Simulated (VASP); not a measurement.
Set up this calculation in VASP 6.6.1, as the native input.

* Task: single point
* Functional: PBEsol
* Potentials or basis: VASP PAW PBE potentials, release 64 (Zn)
* Cutoff: 520 eV
* k mesh: 20 × 20 × 20
* Occupations: gaussian, width 0.15 eV
* Spin: no spin polarisation
* Dipole correction: no
* Further INCAR settings: ALGO = Fast; EDIFF = 1e-06; NBANDS = 12

The structure of Zn lies in POSCAR:

```
Zn
1.0
   -1.4688715212      1.5300745013      1.5147737563
    1.4688715212     -1.5300745013      1.5147737563
    1.4688715212      1.5300745013     -1.5147737563
Zn
1
Direct
    0.0000000000      0.0000000000      0.0000000000
```

This cell differs from its parent crystal: normal strain along x -0.0400, normal strain along z -0.0100.

The input as run:

INCAR

```
ALGO     = Fast           # electronic algorithm
EDIFF    = 1E-6           # SCF threshold, eV
ENCUT    = 520            # plane-wave cutoff, eV
GGA      = PS             # functional
ISIF     = 2              # what is computed and relaxed
ISMEAR   = 0              # smearing method
LASPH    = True           # aspherical terms in the spheres
LCHARG   = False          # write CHGCAR
LREAL    = False          # projectors in reciprocal space
LWAVE    = False          # write WAVECAR
NBANDS   = 12             # bands
NELM     = 60             # most SCF steps
PREC     = Accurate       # precision mode
SIGMA    = 0.15           # smearing width, eV
```

KPOINTS

```
k-points
0
Gamma
  20 20 20
```

Potentials or basis: VASP PAW PBE potentials, release 64 (Zn).

Run with:

```console
$ cat potpaw_PBE.64/Zn/POTCAR > POTCAR
$ mpirun -np 1 vasp_std > vasp.out
```

Results of the run:

```
Pressure               : 5.1 GPa
Band gap on the k mesh : zero (band 6 reaches 7.70 eV, above the bottom of band 7 at 2.86 eV)
```

Caveat: the cell differs from its parent crystal (normal strain along x -0.0400, normal strain along z -0.0100); the PAW data sets were made with another functional, which shifts forces and pressure a little.

Wall time 69 s on 1 thread of Intel(R) Xeon(R) 6975P-C (Granite Rapids), on a shared host, peak memory 0.28 GiB.
